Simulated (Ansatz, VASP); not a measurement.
## Two plane-wave programs on AlIr

```
Al Ir
1.0
     2.99455    0.00000    0.00000
     0.00000    2.99455    0.00000
     0.00000    0.00000    2.99455
Al Ir
1 1
Direct
  0.00000 0.00000 0.00000
  0.50000 0.50000 0.50000
```

Alike in both runs: task relaxation of cell and atoms; functional LDA; k mesh 14 × 14 × 14; occupations fermi-dirac, width 0.1 eV; no spin polarisation.

```csv
,VASP,Ansatz
version,VASP 6.6.1,Ansatz 0.2.0
potentials or method,"VASP PAW LDA potentials, release 64 (Al, Ir)","PAW with Ansatz's default frozen-core files, scalar-relativistic"
plane-wave cutoff (eV),600,420
valence electrons in the cell,12,20
```

```tsv
	VASP	Ansatz	Ansatz less VASP
relaxed volume (Å³/atom)	13.16	13.10	-0.064
relaxed cell length with the largest relative difference (Å)	2.975	2.970	-0.0048
```

LDA's correlation is that of Perdew and Zunger in VASP and of Perdew and Wang (1992) in Ansatz. VASP's potentials hold 12 valence electrons a cell and Ansatz's 20, so a difference there can come from the potentials and not from the codes.

Neither program's run includes spin-orbit coupling.
